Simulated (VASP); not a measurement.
Set up this calculation in VASP 6.6.1, as the native input.

* Task: single point
* Functional: PBEsol
* Potentials or basis: VASP PAW PBE potentials, release 64 (Pb_d)
* Cutoff: 520 eV
* k mesh: 14 × 14 × 14
* Occupations: gaussian, width 0.1 eV
* Spin: no spin polarisation
* Dipole correction: no
* Further INCAR settings: ALGO = Normal; EDIFF = 1e-06; NBANDS = 13

The structure of Pb lies in POSCAR:

```
Pb
1.0
    0.0000000000      2.5152905042      2.5152905042
    2.5152905042      0.0000000000      2.5152905042
    2.5152905042      2.5152905042      0.0000000000
Pb
1
Direct
    0.0000000000      0.0000000000      0.0000000000
```

This cell differs from its parent crystal: volume scaled by 1.06.

The input as run:

INCAR

```
SYSTEM = Pb
  PREC = Accurate
  ENCUT = 520
  EDIFF = 1E-6
  ISMEAR = 0
  SIGMA = 0.1
  LREAL = .False.
  LASPH = .True.
  NELM = 80
  ALGO = Normal
  ISIF = 2
  LWAVE = .False.
  LCHARG = .False.
  GGA = PS
  NBANDS = 13
```

KPOINTS

```
Automatic mesh
0
Gamma
  14 14 14
  0 0 0
```

Potentials or basis: VASP PAW PBE potentials, release 64 (Pb_d).

Command:

```bash
$ cat potpaw_PBE.64/Pb_d/POTCAR > POTCAR
$ mpirun -np 1 vasp_std > vasp.out
```

It gave:

```json
{"Pressure": "-2.4 GPa", "Band gap on the k mesh": "zero (band 7 reaches 13.61 eV, above the bottom of band 8 at 5.10 eV)"}
```

Caveat: the PAW data sets were made with another functional, which shifts forces and pressure a little; spin-orbit coupling is left out, which moves the levels of the heavy elements.

It took 27 s on 1 thread of Intel(R) Xeon(R) Platinum 8488C (Sapphire Rapids), on a shared host, peak memory 0.18 GiB.
